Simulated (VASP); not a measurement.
Wanted: the native input for a VASP 6.6.1 run.

```yaml
Task: single point
Functional: PBE
Potentials_or_basis: VASP PAW PBE potentials, release 64 (B, Ir)
Cutoff: 520 eV
k_mesh: 14 × 14 × 14
Occupations: gaussian, width 0.1 eV
Spin: no spin polarisation
Dipole_correction: no
Further_INCAR_settings: ALGO = Normal; EDIFF = 1e-06; NBANDS = 17
```

The structure of B3Ir lies in POSCAR:

```
B3Ir
1.0
    3.2356853803      0.0000000000      0.0000000000
    0.0000000000      3.2356853803      0.0000000000
    0.0000000000      0.0000000000      3.2356853803
B Ir
3 1
Direct
    0.0000000000      0.5000000000      0.5000000000
    0.5000000000      0.0000000000      0.5000000000
    0.5000000000      0.5000000000      0.0000000000
    0.0000000000      0.0000000000      0.0000000000
```

These files were run (other wordings do the same):

INCAR

```
ALGO = Normal
EDIFF = 1E-6
ENCUT = 520
GGA = PE
ISIF = 2
ISMEAR = 0
LASPH = T
LCHARG = F
LREAL = F
LWAVE = F
NBANDS = 17
NELM = 80
PREC = Accurate
SIGMA = 0.1
```

KPOINTS

```
k-points
0
Gamma
  14 14 14
```

Potentials or basis: VASP PAW PBE potentials, release 64 (B, Ir).

The run is started by

```console
$ cat potpaw_PBE.64/B/POTCAR potpaw_PBE.64/Ir/POTCAR > POTCAR
$ mpirun -np 1 vasp_std > vasp.out
```

It gave:

```
Pressure               : 0.9 GPa
Band gap on the k mesh : zero (band 9 reaches 10.80 eV, above the bottom of band 10 at 9.76 eV)
```

Caveat: spin-orbit coupling is left out, which moves the levels of the heavy elements.

Run time: 22 s on 1 thread of Intel(R) Xeon(R) Platinum 8488C (Sapphire Rapids), on a shared host, peak memory 0.19 GiB.
